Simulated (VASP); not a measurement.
# As in VASP: notebook, part 2 of 3

VASP 6.6.1. The steps go on from the part before.

### Step 3. Single point, PBE+D3(BJ)

This run uses another cell than the first one.

File INCAR:

```
SYSTEM = As
PREC     = Accurate       ! precision mode
ENCUT    = 520            ! plane-wave cutoff, eV
EDIFF    = 1E-7           ! SCF threshold, eV
ISMEAR   = 0              ! smearing method
SIGMA    = 0.02           ! smearing width, eV
LREAL    = .False.        ! projectors in reciprocal space
LASPH    = .True.         ! aspherical terms in the spheres
NELM     = 80             ! most SCF steps
ALGO     = Normal         ! electronic algorithm
ISIF     = 2              ! what is computed and relaxed
LWAVE    = .False.        ! write WAVECAR
LCHARG   = .False.        ! write CHGCAR
LDIPOL   = .True.       
IDIPOL   = 3            
DIPOL    = 0.5 0.5 0.500
GGA      = PE             ! functional
IVDW     = 12             ! dispersion correction
NBANDS   = 12             ! bands
```

File KPOINTS:

```
Automatic mesh
0
Gamma
  9 9 1
  0 0 0
```

File POSCAR:

```
As
1.0
    3.7500000000      0.0000000000      0.0000000000
   -1.8750000000      3.2475952642      0.0000000000
    0.0000000000      0.0000000000     28.5742413766
As
2
Direct
    0.3333333333      0.6666666667      0.4790370638
    0.6666666667      0.3333333333      0.5209629362
```

Potentials or basis: VASP PAW PBE potentials, release 64 (As).

Started as:

```bash
cat potpaw_PBE.64/As/POTCAR > POTCAR
mpirun -np 1 vasp_std > vasp.out
```

OUTCAR:

```text
SYSTEM = As
   PREC = Accurate
   ENCUT = 520
   EDIFF = 1E-7
   ISMEAR = 0
   LREAL = .False.
   LASPH = .True.
   NELM = 80
   ISIF = 2
   GGA = PE
   IVDW = 12
 IVDW          = 12

 ion  position               nearest neighbor table
   1  0.333  0.667  0.479-   2 2.47   2 2.47   2 2.47
   2  0.667  0.333  0.521-   1 2.47   1 2.47   1 2.47

  LATTYP: Found a hexagonal cell.
 ALAT       =     3.7500000000
 C/A-ratio  =     7.6197977004

  Lattice vectors:

 A1 = (   3.7500000000,   0.0000000000,   0.0000000000)
 A2 = (  -1.8750000000,   3.2475952642,   0.0000000000)
 A3 = (   0.0000000000,   0.0000000000,  28.5742413766)

Analysis of symmetry for initial positions (statically):
=====================================================================
 Subroutine PRICEL returns:
 Original cell was already a primitive cell.

 Routine SETGRP: Setting up the symmetry group for a
 hexagonal supercell.

 Subroutine GETGRP returns: Found 12 space group operations
 (whereof 12 operations were pure point group operations)
 out of a pool of 24 trial point group operations.

The static configuration has the point symmetry D_3d.

Analysis of symmetry for dynamics (positions and initial velocities):
=====================================================================
 Subroutine PRICEL returns:
 Original cell was already a primitive cell.

 Routine SETGRP: Setting up the symmetry group for a
 hexagonal supercell.

 Subroutine GETGRP returns: Found 12 space group operations
 (whereof 12 operations were pure point group operations)
 out of a pool of 24 trial point group operations.

The dynamic configuration has the point symmetry D_3d.

 Subroutine INISYM returns: Found 12 space group operations
 (whereof 12 operations are pure point group operations),
 and found     1 'primitive' translations

----------------------------------------------------------------------------------------

                                     Primitive cell

  volume of cell :     347.9909

  direct lattice vectors                    reciprocal lattice vectors
     3.750000000  0.000000000  0.000000000     0.266666667  0.153960072  0.000000000
    -1.875000000  3.247595264  0.000000000     0.000000000  0.307920144  0.000000000
     0.000000000  0.000000000 28.574241377     0.000000000  0.000000000  0.034996555

  length of vectors
     3.750000000  3.750000000 28.574241377     0.307920144  0.307920144  0.034996555

  position of ions in fractional coordinates (direct lattice)
     0.333333333  0.666666667  0.479037064
     0.666666667  0.333333333  0.520962936

  ion indices of the primitive-cell ions
   primitive index   ion index
                 1           1
                 2           2

----------------------------------------------------------------------------------------

 KPOINTS: Automatic mesh

Automatic generation of k-mesh.
 Grid dimensions read from file:
 generate k-points for:    9    9    1

 Generating k-lattice:

  Cartesian coordinates                     Fractional coordinates (reciprocal lattice)
     0.029629630  0.017106675  0.000000000     0.111111111  0.000000000  0.000000000
     0.000000000  0.034213349  0.000000000     0.000000000  0.111111111  0.000000000
     0.000000000  0.000000000  0.034996555     0.000000000  0.000000000  1.000000000

  Length of vectors
[... 31 lines left out ...]
   NGXF,Y,Z  is equivalent  to a cutoff of  24.83, 24.83, 25.13 a.u.
 SYSTEM =  As
   PREC   = accura    normal or accurate (medium, high low for compatibility)
   ISTART =      0    job   : 0-new  1-cont  2-samecut
   ICHARG =      2    charge: 1-file 2-atom 10-const
   ISPIN  =      1    spin polarized calculation?
   LNONCOLLINEAR =      F non collinear calculations
   LSORBIT =      F    spin-orbit coupling
   LASPH  =      T    aspherical Exc in radial PAW
   ENCUT  =  520.0 eV  38.22 Ry    6.18 a.u.   6.97  6.97 53.13*2*pi/ulx,y,z
   NELM   =     80;   NELMIN=  2; NELMDL= -5     # of ELM steps
   EDIFF  = 0.1E-06   stopping-criterion for ELM
   LREAL  =      F    real-space projection
   EDIFFG = 0.1E-05   stopping-criterion for IOM
   NSW    =      0    number of steps for IOM
   IBRION =     -1    ionic relax: 0-MD 1-quasi-New 2-CG
   NFREE  =      0    steps in history (QN), initial steepest desc. (CG)
   ISIF   =      2    stress and relaxation
   ISYM   =      2    0-nonsym 1-usesym 2-fastsym
   POTIM  = 0.5000    time-step for ionic-motion
   TEBEG  =    0.0;   TEEND  =   0.0 temperature during run
   PSTRESS=    0.0 pullay stress
   NELECT =      10.0000    total number of electrons
   NUPDOWN=      -1.0000    fix difference up-down
   EMIN   =  10.00;   EMAX   =-10.00  energy-range for DOS
   EFERMI =   0.00;   METHOD = LEGACY
   ISMEAR =     0;   SIGMA  =   0.02  broadening in eV -4-tet -1-fermi 0-gaus
   EFERMI_NEDOS =   21; number of points for ismear=-14 and -15
   IALGO  =     38    algorithm
   IMIX   =      4    mixing-type and parameters
     AMIX     =   0.40;   BMIX     =  1.00
     AMIX_MAG =   1.60;   BMIX_MAG =  1.00
  volume/ion in A,a.u.               =     174.00      1174.18
  Fermi-wavevector in a.u.,A,eV,Ry     =   0.501440  0.947584  3.421075  0.251442
  Thomas-Fermi vector in A             =   1.509953
   LORBIT       =      0    0 simple, 1 ext, 2 COOP (PROOUT), +10 PAW based schemes
   GGA     = PE    functional components
   LHFCALC =     F    Hartree Fock is set to
   AEXX    =    0.0000 exact exchange contribution
   IVDW    =    12    specifies the selected vdW correction
   LEPSILON=     F    determine dielectric tensor
   LRPA    =     F    only Hartree local field effects (RPA)
 non-spin polarized calculation
 Gauss-broadening in eV      SIGMA  =   0.02
  energy-cutoff  :      520.00
  volume of cell :      347.99
 maximum number of plane-waves:      9407
 NGX is ok and might be reduce to    28
   NGX = 13   NGY = 13   NGZ =107

 number of electron      10.0000001 magnetization

 dipolmoment           0.000000      0.000000     -0.000000 electrons x Angstroem

 Free energy of the ion-electron system (eV)
  ---------------------------------------------------
  ext. energy  EPLUGINS =         0.00000000
  ---------------------------------------------------
  free energy    TOTEN  =        -9.11435040 eV

  energy without entropy =       -9.11435040  energy(sigma->0) =       -9.11435040

 E-fermi :  -3.9604     XC(G=0):  -1.7395

 val. band max:       -4.0470935960   @ k =   0.1111   0.0000   0.0000
 cond. band min:      -3.6832032788   @ k =   0.0000   0.0000   0.0000
 fundamental gap:      0.3638903173
 Fermi energy:        -3.9603711712

 k-point     1 :       0.0000    0.0000    0.0000
  band No.  band energies     occupation
      1     -17.8984      2.00000
      2     -10.8869      2.00000
      3      -5.3203      2.00000
      4      -5.3203      2.00000
      5      -4.0698      2.00000
      6      -3.6832      0.00000
      7      -1.3361      0.00000
      8      -1.3361      0.00000
      9       0.7299      0.00000
     10       0.9832      0.00000
     11       1.3857      0.00000
     12       1.6517      0.00000
[... 151 lines left out ...]
 k-point    12 :       0.3333    0.3333    0.0000
  band No.  band energies     occupation
      1     -14.6311      2.00000
      2     -14.6311      2.00000
      3      -8.9839      2.00000
      4      -6.0437      2.00000
      5      -6.0437      2.00000
      6      -1.6251      0.00000
      7       0.5521      0.00000
      8       0.5521      0.00000
      9       3.4480      0.00000
     10       3.6581      0.00000
     11       3.6581      0.00000
     12       4.7804      0.00000

------------------------ aborting loop because EDIFF is reached ----------------------------------------

 vacuum level on the upper side and lower side of the slab       (xc-potential included)        -0.012        -0.012

 Edisp (eV)   -0.38666

 E8    (eV) :    -0.1759

  FORCE on cell =-STRESS in cart. coord.  units (eV):
  Direction    XX          YY          ZZ          XY          YZ          ZX
  --------------------------------------------------------------------------------------
  -------------------------------------------------------------------------------------
  Total      -0.80891    -0.80891     2.32019     0.00000     0.00000     0.00000
  in kB      -3.72430    -3.72430    10.68235     0.00000     0.00000     0.00000
  external pressure =        1.08 kB  Pullay stress =        0.00 kB

 VOLUME and BASIS-vectors are now :
 -----------------------------------------------------------------------------
  energy-cutoff  :      520.00
  volume of cell :      347.99
      direct lattice vectors                 reciprocal lattice vectors
     3.750000000  0.000000000  0.000000000     0.266666667  0.153960072  0.000000000
    -1.875000000  3.247595264  0.000000000     0.000000000  0.307920144  0.000000000
     0.000000000  0.000000000 28.574241377     0.000000000  0.000000000  0.034996555

 POSITION                                       TOTAL-FORCE (eV/Angst)
 -----------------------------------------------------------------------------------
     -0.00000      2.16506     13.68812        -0.000000     -0.000000     -1.938188
      1.87500      1.08253     14.88612         0.000000      0.000000      1.938188
 -----------------------------------------------------------------------------------
    total drift:                               -0.000000     -0.000000      0.000000

  FREE ENERGIE OF THE ION-ELECTRON SYSTEM (eV)
  ---------------------------------------------------
  free  energy   TOTEN  =        -9.5010136357 eV

  energy  without entropy=       -9.5010136357  energy(sigma->0) =       -9.50101364

 vacuum level on the upper side and lower side of the slab         1.237         1.237
```

Run time: 87 s. Hardware: 1 thread of Intel Xeon Platinum 8259CL at 2.50GHz (Skylake/Cascade Lake), shared host; peak memory 0.38 GiB.

Results:

```
Free energy                : -9.5010 eV
Largest force              : 1.938 eV/Å
Dispersion energy per atom : -0.193 eV
```

Forces in eV/Å, atoms in the order of the input:
```
As   0.000  0.000 -1.938
As   0.000  0.000  1.938
```

### Step 4. Single point, PBE+D3(BJ)

This run uses another cell than the first one.

File INCAR:

```
  ALGO = Normal
  DIPOL = 0.5 0.5 0.500
  EDIFF = 1E-6
  ENCUT = 520
  GGA = PE
  IDIPOL = 3
  ISIF = 2
  ISMEAR = 0
  IVDW = 12
  LASPH = True
  LCHARG = False
  LDIPOL = True
  LREAL = False
  LWAVE = False
  NBANDS = 12
  NELM = 60
  PREC = Accurate
  SIGMA = 0.02
```

File KPOINTS:

```
k-points
0
Gamma
  9 9 1
```

File POSCAR:

```
As
1.0
    3.7500000000      0.0000000000      0.0000000000
   -1.8750000000      3.2475952642      0.0000000000
    0.0000000000      0.0000000000     28.5742413766
As
2
Direct
    0.3333333333      0.6666666667      0.4685555956
    0.6666666667      0.3333333333      0.5314444044
```

Started as:

```bash
cat potpaw_PBE.64/As/POTCAR > POTCAR
mpirun -np 1 vasp_std > vasp.out
```

It took 71 s on 1 thread of Intel Xeon Platinum 8259CL at 2.50GHz (Skylake/Cascade Lake), shared host; peak memory 0.39 GiB.

The run converged. Its results:

```yaml
Free_energy: -8.7334 eV
Largest_force: 3.641 eV/Å
Dispersion_energy_per_atom: -0.187 eV
```

Forces on the atoms (eV/Å):
```
As   0.000  0.000  3.641
As   0.000  0.000 -3.641
```

Levels at points of the mesh, in eV from the Fermi level:
```
           k point  band 2  band 3  band 4  band 5  band 6  band 7  band 8  band 9
(0.00, 0.00, 0.00)   -9.11   -2.23   -0.10   -0.10    0.91    2.05    2.05    3.59
```

### Step 5. Single point, PBE+D3(BJ)

This run uses another cell than the first one.

File INCAR:

```
ALGO = Normal ; DIPOL = 0.5 0.5 0.500
EDIFF = 1E-7 ; ENCUT = 520
GGA = PE ; IDIPOL = 3
ISIF = 2 ; ISMEAR = 0
IVDW = 12 ; LASPH = T
LCHARG = F ; LDIPOL = T
LREAL = F ; LWAVE = F
NBANDS = 12 ; NELM = 60
PREC = Accurate ; SIGMA = 0.02
```

KPOINTS is that of step 4.

File POSCAR:

```
As
1.0
    3.7500000000      0.0000000000      0.0000000000
   -1.8750000000      3.2475952642      0.0000000000
    0.0000000000      0.0000000000     28.5742413766
As
2
Direct
    0.3333333333      0.6666666667      0.4947680151
    0.6666666667      0.3333333333      0.5052319849
```

Potentials or basis: VASP PAW PBE potentials, release 64 (As).

Started as:

```bash
cat potpaw_PBE.64/As/POTCAR > POTCAR
mpirun -np 1 vasp_std > vasp.out
```

OUTCAR:

```text
EDIFF = 1E-7
   ENCUT = 520
   GGA = PE
   ISIF = 2
   ISMEAR = 0
   IVDW = 12
   LASPH = T
   LREAL = F
   NELM = 60
   PREC = Accurate
 IVDW          = 12

 ion  position               nearest neighbor table
   1  0.333  0.667  0.495-   2 2.19   2 2.19   2 2.19
   2  0.667  0.333  0.505-   1 2.19   1 2.19   1 2.19

  LATTYP: Found a hexagonal cell.
 ALAT       =     3.7500000000
 C/A-ratio  =     7.6197977004

  Lattice vectors:

 A1 = (   3.7500000000,   0.0000000000,   0.0000000000)
 A2 = (  -1.8750000000,   3.2475952642,   0.0000000000)
 A3 = (   0.0000000000,   0.0000000000,  28.5742413766)

Analysis of symmetry for initial positions (statically):
=====================================================================
 Subroutine PRICEL returns:
 Original cell was already a primitive cell.

 Routine SETGRP: Setting up the symmetry group for a
 hexagonal supercell.

 Subroutine GETGRP returns: Found 12 space group operations
 (whereof 12 operations were pure point group operations)
 out of a pool of 24 trial point group operations.

The static configuration has the point symmetry D_3d.

Analysis of symmetry for dynamics (positions and initial velocities):
=====================================================================
 Subroutine PRICEL returns:
 Original cell was already a primitive cell.

 Routine SETGRP: Setting up the symmetry group for a
 hexagonal supercell.

 Subroutine GETGRP returns: Found 12 space group operations
 (whereof 12 operations were pure point group operations)
 out of a pool of 24 trial point group operations.

The dynamic configuration has the point symmetry D_3d.

 Subroutine INISYM returns: Found 12 space group operations
 (whereof 12 operations are pure point group operations),
 and found     1 'primitive' translations

----------------------------------------------------------------------------------------

[... 115 lines left out ...]
 NGX is ok and might be reduce to    28
   NGX = 13   NGY = 13   NGZ =107

 dipolmoment           0.000000      0.000000      0.000000 electrons x Angstroem

 number of electron      10.0000001 magnetization

 dipolmoment           0.000000      0.000000     -0.000000 electrons x Angstroem

 Free energy of the ion-electron system (eV)
  ---------------------------------------------------
  ext. energy  EPLUGINS =         0.00000000
  ---------------------------------------------------
  free energy    TOTEN  =        -6.34355704 eV

  energy without entropy =       -6.34081327  energy(sigma->0) =       -6.34218515

 E-fermi :  -2.9636     XC(G=0):  -1.5752

 val. band max:       -3.2266105485   @ k =   0.4444   0.1111   0.0000
 cond. band min:      -2.9562743586   @ k =   0.2222   0.1111   0.0000
 fundamental gap:      0.2703361900
 Fermi energy:        -2.9635821934

 k-point     1 :       0.0000    0.0000    0.0000
  band No.  band energies     occupation
      1     -19.1929      2.00000
      2      -8.4482      2.00000
      3      -7.1510      2.00000
      4      -7.1510      2.00000
      5      -5.7749      2.00000
      6      -1.3493      0.00000
      7      -1.3493      0.00000
      8      -0.8251      0.00000
      9       0.8945      0.00000
     10       1.1841      0.00000
     11       1.4625      0.00000
     12       1.6113      0.00000
[... 151 lines left out ...]
 k-point    12 :       0.3333    0.3333    0.0000
  band No.  band energies     occupation
      1     -15.6712      2.00000
      2     -15.6712      2.00000
      3     -10.5693      2.00000
      4      -4.8068      2.00000
      5      -4.8068      2.00000
      6       0.9990      0.00000
      7       1.0934      0.00000
      8       1.0934      0.00000
      9       2.6080      0.00000
     10       4.0141      0.00000
     11       4.0141      0.00000
     12       5.2185      0.00000

------------------------ aborting loop because EDIFF is reached ----------------------------------------

 vacuum level on the upper side and lower side of the slab       (xc-potential included)        -0.012        -0.012

 Edisp (eV)   -0.39858

 E8    (eV) :    -0.1815

  FORCE on cell =-STRESS in cart. coord.  units (eV):
  Direction    XX          YY          ZZ          XY          YZ          ZX
  --------------------------------------------------------------------------------------
  -------------------------------------------------------------------------------------
  Total      13.75192    13.75192     0.55823     0.00000     0.00000     0.00000
  in kB      63.31493    63.31493     2.57012     0.00000     0.00000     0.00000
  external pressure =       43.07 kB  Pullay stress =        0.00 kB

 VOLUME and BASIS-vectors are now :
 -----------------------------------------------------------------------------
  energy-cutoff  :      520.00
  volume of cell :      347.99
      direct lattice vectors                 reciprocal lattice vectors
     3.750000000  0.000000000  0.000000000     0.266666667  0.153960072  0.000000000
    -1.875000000  3.247595264  0.000000000     0.000000000  0.307920144  0.000000000
     0.000000000  0.000000000 28.574241377     0.000000000  0.000000000  0.034996555

 POSITION                                       TOTAL-FORCE (eV/Angst)
 -----------------------------------------------------------------------------------
     -0.00000      2.16506     14.13762        -0.000000     -0.000000     -1.875951
      1.87500      1.08253     14.43662         0.000000      0.000000      1.875951
 -----------------------------------------------------------------------------------
    total drift:                                0.000000      0.000000      0.000000

  FREE ENERGIE OF THE ION-ELECTRON SYSTEM (eV)
  ---------------------------------------------------
  free  energy   TOTEN  =        -6.7421337855 eV

  energy  without entropy=       -6.7393900123  energy(sigma->0) =       -6.74076190

 vacuum level on the upper side and lower side of the slab         1.153         1.153
```

OSZICAR:

```text
N       E                     dE             d eps       ncg     rms          rms(c)
DAV:   1     0.752986071318E+02    0.75299E+02   -0.26260E+03   288   0.515E+02
DAV:   2     0.272211755045E+01   -0.72576E+02   -0.65109E+02   412   0.898E+01
DAV:   3    -0.628091849216E+01   -0.90030E+01   -0.89382E+01   436   0.419E+01
[... 16 lines left out ...]
DAV:  20    -0.634355592469E+01   -0.21747E-05   -0.21289E-08   372   0.490E-04    0.237E-04
DAV:  21    -0.634355678428E+01   -0.85960E-06   -0.70186E-09   352   0.312E-04    0.100E-04
DAV:  22    -0.634355691545E+01   -0.13116E-06    0.20582E-10   396   0.847E-05    0.451E-05
DAV:  23    -0.634355702504E+01   -0.10959E-06   -0.36635E-10   316   0.102E-04    0.224E-05
DAV:  24    -0.634355704133E+01   -0.16287E-07    0.50987E-10   336   0.324E-05
   1 F= -.67421338E+01 E0= -.67407619E+01  d E =-.274377E-02
```

stdout:

```text
POSCAR found type information on POSCAR As
 POSCAR found :  1 types and       2 ions
 scaLAPACK will be used
 LDA part: xc-table for (Slater+PW92), standard interpolation
 POSCAR, INCAR and KPOINTS ok, starting setup
 FFT: planning ... GRIDC
 FFT: planning ... GRID_SOFT
 FFT: planning ... GRID
 WAVECAR not read
 entering main loop
```

Run time: 88 s. Hardware: 1 thread of Intel Xeon Platinum 8259CL at 2.50GHz (Skylake/Cascade Lake), shared host; peak memory 0.39 GiB.

What came out:

| Item | Value |
| --- | --- |
| Free energy | -6.7421 eV |
| Largest force | 1.876 eV/Å |
| Band gap on the k mesh | zero (bands 5 and 6 overlap by 0.62 eV) |
| Dispersion energy per atom | -0.199 eV |

Forces on the atoms (eV/Å):
```
As   0.000  0.000 -1.876
As   0.000  0.000  1.876
```

Levels at points of the mesh, in eV from the Fermi level:
| k point | band 1 | band 2 | band 3 | band 4 | band 5 | band 6 | band 7 | band 8 | band 9 | band 10 |
| --- | --- | --- | --- | --- | --- | --- | --- | --- | --- | --- |
| (0.00, 0.00, 0.00) | -16.23 | -5.48 | -4.19 | -4.19 | -2.81 | 1.61 | 1.61 | 2.14 | 3.86 | 4.15 |

[end of part 2 of 3]

The gap in the log of VASP goes by the Fermi energy; the results here count the filled bands.